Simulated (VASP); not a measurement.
Set up this calculation in VASP 6.6.1, as the native input.

- Task: single point
- Functional: PBE
- Potentials or basis: VASP PAW PBE potentials, release 64 (Li_sv, O)
- Cutoff: 520 eV
- k mesh: 8 × 8 × 8
- Occupations: fermi-dirac, width 0.0612256 eV
- Spin: no spin polarisation
- Dipole correction: no
- Further INCAR settings: ALGO = Normal; EDIFF = 1e-07; NBANDS = 35

The structure of Li2O3 lies in POSCAR:

```
Li2O3
1.0
    4.5327508690      0.0000000000      0.0000000000
    0.0000000000      4.5327508690      0.0000000000
    0.0000000000      0.0000000000      4.5327508690
Li O
4 6
Direct
    0.2500000000      0.2500000000      0.2500000000
    0.7500000000      0.7500000000      0.2500000000
    0.7500000000      0.2500000000      0.7500000000
    0.2500000000      0.7500000000      0.7500000000
    0.5000000000      0.0000000000      0.0000000000
    0.0000000000      0.5000000000      0.0000000000
    0.0000000000      0.0000000000      0.5000000000
    0.5000000000      0.5000000000      0.0000000000
    0.5000000000      0.0000000000      0.5000000000
    0.0000000000      0.5000000000      0.5000000000
```

These files were run (other wordings do the same):

INCAR

```
SYSTEM = Li2O3
ALGO = Normal
EDIFF = 1E-7
ENCUT = 520
GGA = PE
ISIF = 2
ISMEAR = -1
LASPH = .TRUE.
LCHARG = .FALSE.
LREAL = .FALSE.
LWAVE = .FALSE.
NBANDS = 35
NELM = 60
PREC = Accurate
SIGMA = 0.06122561905347299
```

KPOINTS

```
k-points
0
G
  8 8 8
  0 0 0
```

Potentials or basis: VASP PAW PBE potentials, release 64 (Li_sv, O).

Launch:

```bash
$ cat potpaw_PBE.64/Li_sv/POTCAR potpaw_PBE.64/O/POTCAR > POTCAR
$ mpirun -np 1 vasp_std > vasp.out
```

Results of the run:

| Item | Value |
| --- | --- |
| Band gap on the k mesh | zero (band 24 reaches 1.35 eV, above the bottom of band 25 at -0.93 eV) |

Wall time 52 s on 1 thread of Intel(R) Xeon(R) 6975P-C (Granite Rapids) (shared host), peak memory 0.23 GiB.
